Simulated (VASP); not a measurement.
Set up this calculation in VASP 6.6.1, as the native input.

| Quantity | Value |
| --- | --- |
| Task | single point |
| Functional | PBEsol |
| Potentials or basis | VASP PAW PBE potentials, release 64 (Zr_sv, S) |
| Cutoff | 520 eV |
| k mesh | 16 × 16 × 16 |
| Occupations | gaussian, width 0.15 eV |
| Spin | no spin polarisation |
| Dipole correction | no |
| Further INCAR settings | ALGO = Normal; EDIFF = 1e-06; NBANDS = 16 |

The structure of ZrS lies in POSCAR:

```
ZrS
1.0
    0.0000000000      2.5856250000      2.6643750000
    2.5856250000      0.0000000000      2.6643750000
    2.5856250000      2.5856250000      0.0000000000
Zr S
1 1
Direct
    0.0000000000      0.0000000000      0.0000000000
    0.5000000000      0.5000000000      0.5000000000
```

This cell differs from its parent crystal: strain -0.015 along x and y, +0.015 along z.

One way to write it, as run:

INCAR

```
SYSTEM = ZrS
ALGO = Normal
EDIFF = 1E-6
ENCUT = 520
GGA = PS
ISIF = 2
ISMEAR = 0
LASPH = .TRUE.
LCHARG = .FALSE.
LREAL = .FALSE.
LWAVE = .FALSE.
NBANDS = 16
NELM = 100
PREC = Accurate
SIGMA = 0.15
```

KPOINTS

```
k-points
0
G
  16 16 16
  0 0 0
```

Potentials or basis: VASP PAW PBE potentials, release 64 (Zr_sv, S).

The run is started by

```sh
$ cat potpaw_PBE.64/Zr_sv/POTCAR potpaw_PBE.64/S/POTCAR > POTCAR
$ mpirun -np 1 vasp_std > vasp.out
```

Results of the run:

```
Pressure               : -4.0 GPa
Band gap on the k mesh : zero (band 9 reaches 12.24 eV, above the bottom of band 10 at 9.51 eV)
```

Caveat: the cell differs from its parent crystal (strain -0.015 along x and y, +0.015 along z); the PAW data sets were made with another functional, which shifts forces and pressure a little.

Run time: 71 s on 1 thread of Intel(R) Xeon(R) 6975P-C (Granite Rapids), with other jobs on the host, peak memory 0.31 GiB.
